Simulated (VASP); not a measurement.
# TaRu (R-3m) in VASP: single point with LDA

Aim: the single point of TaRu with LDA.

All numbers are computed with VASP 6.6.1; they aren't measurements. Logs are shortened: lines on timing, memory, paths and dates and some standing lists are left out, and cuts for length are marked.

## (1) The cell of the first run

The structure is trigonal, space group R-3m (No. 166). Conventional cell: a = 4.530 Å, b = 4.530 Å, c = 5.465 Å, α = 90.00°, β = 90.00°, γ = 120.00°. Ta (site symmetry -3m) has 8 Ru at 2.73 to 2.77 Å and 6 Ta at 3.19 Å within 3.6 Å. Within 3.6 Å of Ru (site symmetry -3m) lie 8 Ta at 2.73 to 2.77 Å and 6 Ru at 3.19 Å.

## (2) Single point, LDA (equal xy, yz and zx shear strains of -1 %)

The input, INCAR:

```
  PREC = Accurate
  ENCUT = 520
  EDIFF = 1E-7
  ISMEAR = -1
  SIGMA = 0.03
  LREAL = False
  LASPH = True
  NELM = 100
  ALGO = Normal
  ISIF = 2
  LWAVE = False
  LCHARG = False
  NBANDS = 20
```

The input, KPOINTS:

```
regular mesh
0
Gamma
  13 13 13
```

The input, POSCAR:

```
TaRu
1.0
    3.1870000000     -0.0159350000     -0.0159350000
   -0.0159350000      3.1870000000     -0.0159350000
   -0.0159350000     -0.0159350000      3.1870000000
Ta Ru
1 1
Direct
    0.5000000000      0.5000000000      0.5000000000
    0.0000000000      0.0000000000      0.0000000000
```

Potentials or basis: VASP PAW LDA potentials, release 64 (Ta_pv, Ru_pv).

The run is started by

```console
cat potpaw_LDA.64/Ta_pv/POTCAR potpaw_LDA.64/Ru_pv/POTCAR > POTCAR
mpirun -np 1 vasp_std > vasp.out
```

OUTCAR:

```text
PREC = Accurate
   ENCUT = 520
   EDIFF = 1E-7
   ISMEAR = -1
   LREAL = False
   LASPH = True
   NELM = 100
   ISIF = 2

 ion  position               nearest neighbor table
   1  0.500  0.500  0.500-   2 2.73   2 2.73   2 2.77   2 2.77   2 2.77   2 2.77   2 2.77   2 2.77

   2  0.000  0.000  0.000-   1 2.73   1 2.73   1 2.77   1 2.77   1 2.77   1 2.77   1 2.77   1 2.77

  LATTYP: Found a trigonal (rhomboedric) cell.
 ALAT       =     3.1870796740
 COS(alpha) =    -0.0099745013

  Lattice vectors:

 A1 = (   3.1870000000,  -0.0159350000,  -0.0159350000)
 A2 = (  -0.0159350000,   3.1870000000,  -0.0159350000)
 A3 = (  -0.0159350000,  -0.0159350000,   3.1870000000)

Analysis of symmetry for initial positions (statically):
=====================================================================
 Subroutine PRICEL returns:
 Original cell was already a primitive cell.

 Routine SETGRP: Setting up the symmetry group for a
 trigonal (rhombohedral) supercell.

 Subroutine GETGRP returns: Found 12 space group operations
 (whereof 12 operations were pure point group operations)
 out of a pool of 12 trial point group operations.

The static configuration has the point symmetry D_3d.

Analysis of symmetry for dynamics (positions and initial velocities):
=====================================================================
 Subroutine PRICEL returns:
 Original cell was already a primitive cell.

 Routine SETGRP: Setting up the symmetry group for a
 trigonal (rhombohedral) supercell.

 Subroutine GETGRP returns: Found 12 space group operations
 (whereof 12 operations were pure point group operations)
 out of a pool of 12 trial point group operations.

The dynamic configuration has the point symmetry D_3d.

 Subroutine INISYM returns: Found 12 space group operations
 (whereof 12 operations are pure point group operations),
 and found     1 'primitive' translations

----------------------------------------------------------------------------------------

                                     Primitive cell

  volume of cell :      32.3678

  direct lattice vectors                    reciprocal lattice vectors
     3.187000000 -0.015935000 -0.015935000     0.313790478  0.001576837  0.001576837
    -0.015935000  3.187000000 -0.015935000     0.001576837  0.313790478  0.001576837
    -0.015935000 -0.015935000  3.187000000     0.001576837  0.001576837  0.313790478

  length of vectors
     3.187079674  3.187079674  3.187079674     0.313798402  0.313798402  0.313798402

  position of ions in fractional coordinates (direct lattice)
     0.500000000  0.500000000  0.500000000
     0.000000000  0.000000000  0.000000000

  ion indices of the primitive-cell ions
   primitive index   ion index
                 1           1
                 2           2

----------------------------------------------------------------------------------------

 KPOINTS: regular mesh

Automatic generation of k-mesh.
 Grid dimensions read from file:
 generate k-points for:   13   13   13

 Generating k-lattice:

  Cartesian coordinates                     Fractional coordinates (reciprocal lattice)
     0.024137729  0.000121295  0.000121295     0.076923077 -0.000000000  0.000000000
     0.000121295  0.024137729  0.000121295    -0.000000000  0.076923077  0.000000000
     0.000121295  0.000121295  0.024137729     0.000000000  0.000000000  0.076923077

  Length of vectors
     0.024138339  0.024138339  0.024138339

  Shift w.r.t. Gamma in fractional coordinates (k-lattice)
     0.000000000  0.000000000  0.000000000

 Subroutine IBZKPT returns following result:
 ===========================================

 Found    231 irreducible k-points:

 Following reciprocal coordinates:
            Coordinates               Weight
  0.000000  0.000000  0.000000      1.000000
  0.076923 -0.000000  0.000000      6.000000
  0.153846 -0.000000 -0.000000      6.000000
  0.230769 -0.000000  0.000000      6.000000
  0.307692 -0.000000 -0.000000      6.000000
  0.384615  0.000000  0.000000      6.000000
[... 16 lines left out ...]
  0.384615  0.153846 -0.000000     12.000000
  0.461538  0.153846 -0.000000     12.000000
 [... further k-points ...]
   k-points           NKPTS =    231   k-points in BZ     NKDIM =    231   number of bands    NBANDS=     20
   number of dos      NEDOS =    301   number of ions     NIONS =      2
   total plane-waves  NPLWV =  13824
   dimension x,y,z NGX =    24 NGY =   24 NGZ =   24
   dimension x,y,z NGXF=    48 NGYF=   48 NGZF=   48
   ions per type =               1   1
   NGX,Y,Z   is equivalent  to a cutoff of  12.52, 12.52, 12.52 a.u.
   NGXF,Y,Z  is equivalent  to a cutoff of  25.04, 25.04, 25.04 a.u.
 SYSTEM =  unknown system
   PREC   = accura    normal or accurate (medium, high low for compatibility)
   ISTART =      0    job   : 0-new  1-cont  2-samecut
   ICHARG =      2    charge: 1-file 2-atom 10-const
   ISPIN  =      1    spin polarized calculation?
   LNONCOLLINEAR =      F non collinear calculations
   LSORBIT =      F    spin-orbit coupling
   LASPH  =      T    aspherical Exc in radial PAW
   ENCUT  =  520.0 eV  38.22 Ry    6.18 a.u.   5.93  5.93  5.93*2*pi/ulx,y,z
   NELM   =    100;   NELMIN=  2; NELMDL= -5     # of ELM steps
   EDIFF  = 0.1E-06   stopping-criterion for ELM
   LREAL  =      F    real-space projection
   EDIFFG = 0.1E-05   stopping-criterion for IOM
   NSW    =      0    number of steps for IOM
   IBRION =     -1    ionic relax: 0-MD 1-quasi-New 2-CG
   NFREE  =      0    steps in history (QN), initial steepest desc. (CG)
   ISIF   =      2    stress and relaxation
   ISYM   =      2    0-nonsym 1-usesym 2-fastsym
   POTIM  = 0.5000    time-step for ionic-motion
   TEBEG  =    0.0;   TEEND  =   0.0 temperature during run
   PSTRESS=    0.0 pullay stress
   NELECT =      25.0000    total number of electrons
   NUPDOWN=      -1.0000    fix difference up-down
   EMIN   =  10.00;   EMAX   =-10.00  energy-range for DOS
   EFERMI =   0.00;   METHOD = LEGACY
   ISMEAR =    -1;   SIGMA  =   0.03  broadening in eV -4-tet -1-fermi 0-gaus
   EFERMI_NEDOS =   21; number of points for ismear=-14 and -15
   IALGO  =     38    algorithm
   IMIX   =      4    mixing-type and parameters
     AMIX     =   0.40;   BMIX     =  1.00
     AMIX_MAG =   1.60;   BMIX_MAG =  1.00
  volume/ion in A,a.u.               =      16.18       109.21
  Fermi-wavevector in a.u.,A,eV,Ry     =   1.502047  2.838458 30.696739  2.256147
  Thomas-Fermi vector in A             =   2.613339
   LORBIT       =      0    0 simple, 1 ext, 2 COOP (PROOUT), +10 PAW based schemes
   GGA     = CA    functional components
   LHFCALC =     F    Hartree Fock is set to
   AEXX    =    0.0000 exact exchange contribution
   IVDW    =     0    specifies the selected vdW correction
   LEPSILON=     F    determine dielectric tensor
   LRPA    =     F    only Hartree local field effects (RPA)
 non-spin polarized calculation
  energy-cutoff  :      520.00
  volume of cell :       32.37
 maximum number of plane-waves:       891
   NGX = 11   NGY = 11   NGZ = 11

 number of electron      24.9999993 magnetization

 Free energy of the ion-electron system (eV)
  ---------------------------------------------------
  ext. energy  EPLUGINS =         0.00000000
  ---------------------------------------------------
  free energy    TOTEN  =       -23.90364485 eV

  energy without entropy =      -23.89342489  energy(sigma->0) =      -23.89853487

 E-fermi :   9.1587     XC(G=0): -13.3516

 val. band max:        9.1581922897   @ k =  -0.4615   0.2308  -0.0000
 cond. band min:       9.1611991701   @ k =  -0.3846   0.3077   0.0769
 fundamental gap:      0.0030068804
 Fermi energy:         9.1586981043

 k-point     1 :       0.0000    0.0000    0.0000
  band No.  band energies     occupation
      1     -33.8103      2.00000
      2     -33.7843      2.00000
      3     -33.7843      2.00000
      4     -25.7091      2.00000
      5     -25.7024      2.00000
      6     -25.7024      2.00000
[... 12 lines left out ...]
     19      17.1006      0.00000
     20      17.2357      0.00000

 k-point     2 :       0.0769   -0.0000    0.0000
  band No.  band energies     occupation
      1     -33.8116      2.00000
      2     -33.7872      2.00000
      3     -33.7833      2.00000
      4     -25.7244      2.00000
      5     -25.7064      2.00000
      6     -25.7023      2.00000
[... 12 lines left out ...]
     19      17.6653      0.00000
     20      17.7757      0.00000

 k-point     3 :       0.1538   -0.0000   -0.0000
  band No.  band energies     occupation
      1     -33.8194      2.00000
      2     -33.7911      2.00000
      3     -33.7805      2.00000
      4     -25.7766      2.00000
      5     -25.7073      2.00000
      6     -25.7020      2.00000
[... 12 lines left out ...]
     19      18.9529      0.00000
     20      19.0915      0.00000

 k-point     4 :       0.2308   -0.0000    0.0000
  band No.  band energies     occupation
      1     -33.8366      2.00000
      2     -33.7903      2.00000
      3     -33.7767      2.00000
      4     -25.8499      2.00000
      5     -25.7079      2.00000
      6     -25.7016      2.00000
[... 12 lines left out ...]
     19      19.1525      0.00000
     20      20.5425      0.00000

 k-point     5 :       0.3077   -0.0000   -0.0000
  band No.  band energies     occupation
      1     -33.8572      2.00000
      2     -33.7871      2.00000
      3     -33.7725      2.00000
      4     -25.9268      2.00000
      5     -25.7086      2.00000
      6     -25.7012      2.00000
[... 12 lines left out ...]
     19      19.1525      0.00000
     20      21.1017      0.00000
[... 353 lines left out ...]
      6     -25.7022      2.00000
[... 12 lines left out ...]
     19      18.8366      0.00000
     20      19.1553      0.00000

 k-point    22 :       0.3077    0.1538   -0.0000
  band No.  band energies     occupation
      1     -33.8564      2.00000
      2     -33.8065      2.00000
      3     -33.7752      2.00000
      4     -25.9174      2.00000
      5     -25.7633      2.00000
      6     -25.7007      2.00000
[... 12 lines left out ...]
     19      19.1517      0.00000
     20      20.0659      0.00000

 k-point    23 :       0.3846    0.1538   -0.0000
  band No.  band energies     occupation
      1     -33.8757      2.00000
      2     -33.8042      2.00000
      3     -33.7722      2.00000
      4     -25.9755      2.00000
      5     -25.7608      2.00000
      6     -25.6993      2.00000
[... 12 lines left out ...]
     19      19.1521      0.00000
     20      21.0033      0.00000

 k-point    24 :       0.4615    0.1538   -0.0000
  band No.  band energies     occupation
      1     -33.8869      2.00000
      2     -33.8028      2.00000
      3     -33.7706      2.00000
      4     -26.0078      2.00000
      5     -25.7590      2.00000
      6     -25.6984      2.00000
[... 12 lines left out ...]
     19      19.1521      0.00000
     20      21.0904      0.00000

 [... further k-points ...]
[... 5 lines left out ...]
  --------------------------------------------------------------------------------------
  -------------------------------------------------------------------------------------
  Total       -3.1246605     -3.1246605     -3.1246605      0.1508396      0.1508396      0.1508396
  in kB     -154.6678008   -154.6678008   -154.6678008      7.4664222      7.4664222      7.4664222
  external PRESSURE =    -154.6678008 kB  Pullay stress =       0.0000000 kB

 VOLUME and BASIS-vectors are now :
 -----------------------------------------------------------------------------
  energy-cutoff  :      520.00
  volume of cell :       32.37
      direct lattice vectors                 reciprocal lattice vectors
     3.187000000 -0.015935000 -0.015935000     0.313790478  0.001576837  0.001576837
    -0.015935000  3.187000000 -0.015935000     0.001576837  0.313790478  0.001576837
    -0.015935000 -0.015935000  3.187000000     0.001576837  0.001576837  0.313790478

 POSITION                                       TOTAL-FORCE (eV/Angst)
 -----------------------------------------------------------------------------------
      1.57757      1.57757      1.57756         0.000000      0.000000      0.000000
      0.00000      0.00000      0.00000        -0.000000     -0.000000      0.000000
 -----------------------------------------------------------------------------------
    total drift:                                0.000000      0.000000     -0.000000

  FREE ENERGIE OF THE ION-ELECTRON SYSTEM (eV)
  ---------------------------------------------------
  free  energy   TOTEN  =       -23.9036448527 eV

  energy  without entropy=      -23.8934248899  energy(sigma->0) =      -23.89853487
```

Wall time 1.9 min (1 thread of Intel Xeon 8259CL, shared host); peak memory 0.25 GiB.

Results:

```yaml
Free_energy: -23.9036 eV
Pressure: -15.5 GPa
Band_gap_on_the_k_mesh: zero (an odd number of electrons rules out a gap without spin polarisation)
```

Stress tensor (GPa, compression positive):
```
-15.47   0.75   0.75
  0.75 -15.47   0.75
  0.75   0.75 -15.47
```

Levels at points of the mesh, in eV from the Fermi level:
| k point | band 8 | band 9 | band 10 | band 11 | band 12 | band 13 | band 14 | band 15 | band 16 | band 17 |
| --- | --- | --- | --- | --- | --- | --- | --- | --- | --- | --- |
| (0.00, 0.00, 0.00) | -5.81 | -5.81 | -2.47 | -2.28 | -2.28 | 0.96 | 0.96 | 3.89 | 3.89 | 4.10 |

Caveat: the cell differs from its parent crystal (equal xy, yz and zx shear strains of -1 %); the cell stands under tension; spin-orbit coupling is left out, which moves the levels of the heavy elements.
